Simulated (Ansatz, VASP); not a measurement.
## Two plane-wave programs on AlCo

File INCAR:

```
ALGO     = Fast           # electronic algorithm
EDIFF    = 1E-6           # SCF threshold, eV
ENCUT    = 520            # plane-wave cutoff, eV
GGA      = PS             # functional
ISIF     = 2              # what is computed and relaxed
ISMEAR   = 0              # smearing method
LASPH    = True           # aspherical terms in the spheres
LCHARG   = False          # write CHGCAR
LREAL    = False          # projectors in reciprocal space
LWAVE    = False          # write WAVECAR
NBANDS   = 27             # bands
NELM     = 100            # most SCF steps
PREC     = Accurate       # precision mode
SIGMA    = 0.15           # smearing width, eV
```

File KPOINTS:

```
k-points
0
Gamma
  21 21 7
```

POSCAR

```
AlCo
1.0
    0.0000000000     -2.8225855369      0.0000000000
    0.0000000000      0.0000000000     -2.8225855369
   10.4677566106      0.0000000000      0.0000000000
Al Co
3 3
Direct
    1.0000000000      1.0000000000      0.2022207912
    1.0000000000      1.0000000000      0.4718664891
    1.0000000000      1.0000000000      0.7415121870
    0.5000000000      0.5000000000      0.0673979422
    0.5000000000      0.5000000000      0.3370436401
    0.5000000000      0.5000000000      0.6066893380
```

Input for Ansatz:

```yaml
crystal:
  lattice:
    - [0.0, -2.8225855369, 0.0]
    - [0.0, 0.0, -2.8225855369]
    - [10.4677566106, 0.0, 0.0]
  atoms:
    - { symbol: Al, position: [1.0, 1.0, 0.2022207912] }
    - { symbol: Al, position: [1.0, 1.0, 0.4718664891] }
    - { symbol: Al, position: [1.0, 1.0, 0.741512187] }
    - { symbol: Co, position: [0.5, 0.5, 0.0673979422] }
    - { symbol: Co, position: [0.5, 0.5, 0.3370436401] }
    - { symbol: Co, position: [0.5, 0.5, 0.606689338] }
basis:
  ecutwfc: 420
kpoints:
  mp_grid: { grid: [21, 21, 7] }
hamiltonian:
  xc: pbesol
scf:
  occupations: { method: gaussian, width: 0.15 }
output:
  forces: true
  stress: true
  eigenvalues: true
```

Alike in both runs: task single point; functional PBEsol; k mesh 21 × 21 × 7; occupations gaussian, width 0.15 eV; no spin polarisation.

```csv
,VASP,Ansatz
version,VASP 6.6.1,Ansatz 0.2.0
potentials or method,"VASP PAW PBE potentials, release 64 (Al, Co), cutoff 520 eV","scalar-relativistic, plane waves, PAW"
valence electrons in the cell,36,60
```

|  | VASP | Ansatz | Ansatz less VASP |
| --- | --- | --- | --- |
| gap on the k mesh at the Fermi level (eV) | none | none | - |
| pressure (GPa) | -6.1 | -6.3 | -0.20 |
| traceless stress, the component that is largest in VASP (GPa) | 0.43 | 0.50 | +0.071 |
| rms of the force components (eV/Å) | 0.281 | 0.283 | +0.0022 |

VASP's potentials were made for PBE, not for PBEsol. Atom by atom the forces differ by 0.004 eV/Å (rms over components). A gap of «none» marks a metal or a gap that the smearing closes. VASP's potentials hold 36 valence electrons a cell and Ansatz's 60, so a difference there can come from the potentials and not from the codes.
